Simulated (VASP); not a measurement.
The system is BaTe.

```
Ba Te
1.0
     5.97021    0.00000    0.00000
    -2.98511    5.17035    0.00000
     0.00000    0.00000    7.00243
Ba Te
2 2
Direct
  0.66667 0.33333 0.06259
  0.33333 0.66667 0.56259
  0.66667 0.33333 0.56261
  0.33333 0.66667 0.06261
```

Base run:

| Property | Result |
| --- | --- |
| Program | VASP 6.6.1 |
| Functional | revPBE |
| Potentials or basis | VASP PAW PBE potentials, release 64 (Ba_sv, Te) |
| Cutoff | 520 eV |
| k mesh | 8 × 8 × 4 |
| Occupations | gaussian, width 0.05 eV |
| Spin | no spin polarisation |

Its results: band gap on the k mesh 2.02 eV (least direct gap 2.32 eV); pressure 0.9 GPa.

Problem. The run is repeated on the same cell with these changes: functional from revPBE to PBE. What comes out?

Solution. Band gap on the k mesh 1.92 eV (least direct gap 2.22 eV); pressure 0.3 GPa.

PBE binds more tightly than revPBE, so the same cell stands under less pressure.

Caveats: spin-orbit coupling is left out, which moves the levels of the heavy elements; the PAW data sets were made with another functional, which shifts forces and pressure a little (at least some runs).

A k mesh can miss the band edges.
